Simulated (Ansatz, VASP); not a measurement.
**One calculation of SiC, two programs**

File INCAR:

```
SYSTEM = SiC
ALGO = Normal
EDIFF = 1E-6
ENCUT = 520
GGA = PS
ISIF = 2
ISMEAR = 0
LASPH = .True.
LCHARG = .False.
LREAL = .False.
LWAVE = .False.
NBANDS = 11
NELM = 60
PREC = Accurate
SIGMA = 0.05
```

Contents of KPOINTS:

```
k-points
0
Gamma
  10 10 10
  0 0 0
```

POSCAR

```
SiC
1.0
    0.0000000000      2.1964702184      2.1964702184
    2.1964702184      0.0000000000      2.1964702184
    2.1964702184      2.1964702184      0.0000000000
Si C
1 1
Direct
    0.0047117304     -0.0047117304      0.0047117304
    0.7389826870      0.7610173130      0.7389826870
```

Input for Ansatz:

```yaml
crystal:
  lattice:
    - [0.0, 2.1964702184, 2.1964702184]
    - [2.1964702184, 0.0, 2.1964702184]
    - [2.1964702184, 2.1964702184, 0.0]
  atoms:
    - { symbol: Si, position: [0.0047117304, -0.0047117304, 0.0047117304] }
    - { symbol: C, position: [0.738982687, 0.761017313, 0.738982687] }
basis:
  ecutwfc: 520.0
kpoints:
  mp_grid: { grid: [10, 10, 10] }
hamiltonian:
  xc: pbesol
scf:
  occupations: { method: gaussian, width: 0.05 }
output:
  forces: true
  stress: true
  eigenvalues: true
```

Change from the starting cell: mode 6 frozen in at -0.048 Å, equal normal strain along x, y and z +0.0083.

Alike in both runs: task single point; functional PBEsol; k mesh 10 × 10 × 10; occupations gaussian, width 0.05 eV; no spin polarisation.

```csv
,VASP,Ansatz
version,VASP 6.6.1,Ansatz 0.2.0
potentials or method,"VASP PAW PBE potentials, release 64 (Si, C), cutoff 520 eV","scalar-relativistic, plane waves, PAW"
valence electrons in the cell,8,8
```

VASP gave:

- gap on the k mesh at the Fermi level (eV): 0.93
- least direct gap on the mesh (eV): 4.25
- pressure (GPa): -4.4
- traceless stress, the component that is largest in VASP (GPa): -3.84
- rms of the force components (eV/Å): 0.720

Question: What did Ansatz give for the same quantities?

Answer: gap on the k mesh at the Fermi level (eV): 0.94; least direct gap on the mesh (eV): 4.26; pressure (GPa): -4.7; traceless stress, the component that is largest in VASP (GPa): -3.78; rms of the force components (eV/Å): 0.718.

VASP's potentials were made for PBE, not for PBEsol. Atom by atom the forces differ by 0.002 eV/Å (rms over components). With one functional, cell and mesh, what is left measures potentials, basis and numerics.
